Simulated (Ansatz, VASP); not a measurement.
One calculation of Si3F, two programs

File INCAR:

```
SYSTEM = Si3F
PREC = Accurate ; ENCUT = 600
EDIFF = 1E-6 ; ISMEAR = 0
SIGMA = 0.1 ; LREAL = .False.
LASPH = .True. ; NELM = 80
ALGO = Normal ; ISIF = 3
LWAVE = .False. ; LCHARG = .False.
GGA = PE ; IBRION = 2
NSW = 100 ; EDIFFG = -0.01
```

The input KPOINTS:

```
regular mesh
0
Gamma
  14 14 14
  0 0 0
```

File POSCAR:

```
Si3F
1.0
    0.0000000000      2.9996543661      2.9996543661
    2.9996543661      0.0000000000      2.9996543661
    2.9996543661      2.9996543661      0.0000000000
Si F
3 1
Direct
    0.7500000000      0.7500000000      0.7500000000
    0.2500000000      0.2500000000      0.2500000000
    0.0000000000      0.0000000000      0.0000000000
    0.5000000000      0.5000000000      0.5000000000
```

Input for Ansatz:

```yaml
crystal:
  lattice:
    - [0.0, 2.9996543661, 2.9996543661]
    - [2.9996543661, 0.0, 2.9996543661]
    - [2.9996543661, 2.9996543661, 0.0]
  atoms:
    - { symbol: Si, position: [0.75, 0.75, 0.75] }
    - { symbol: Si, position: [0.25, 0.25, 0.25] }
    - { symbol: Si, position: [0.0, 0.0, 0.0] }
    - { symbol: F, position: [0.5, 0.5, 0.5] }
basis:
  ecutwfc: 420
kpoints:
  mp_grid: { grid: [14, 14, 14] }
hamiltonian:
  xc: pbe
scf:
  occupations: { method: gaussian, width: 0.1 }
output:
  forces: true
  stress: true
  eigenvalues: true
  write_density: true
  write_potential: true
  elf: true
  volumetric_format: npy
relax:
  adjacent_minimum: "off"
  f_tol: 0.01
  max_steps: 80
  cell: { stress_tol: 0.05 }
```

Alike in both runs: task relaxation of cell and atoms; functional PBE; k mesh 14 × 14 × 14; occupations gaussian, width 0.1 eV; no spin polarisation.

|  | VASP | Ansatz |
| --- | --- | --- |
| version | VASP 6.6.1 | Ansatz 0.2.0 |
| potentials or method | VASP PAW PBE potentials, release 64 (Si, F), cutoff 600 eV | scalar-relativistic, plane waves, PAW |
| valence electrons in the cell | 19 | 19 |

Ansatz gave:

```
gap on the k mesh at the Fermi level, each at its own relaxed structure (eV) : none
relaxed volume (Å³/atom)                                                     : 13.41
relaxed length of the cell vector where the two differ most in proportion (Å)              : 4.233
```

Question: Estimate VASP's values.

Answer: gap on the k mesh at the Fermi level, each at its own relaxed structure (eV): none; relaxed volume (Å³/atom): 13.38; relaxed length of the cell vector where the two differ most in proportion (Å): 4.231.

A gap of «none» marks a metal or a gap that the smearing closes.
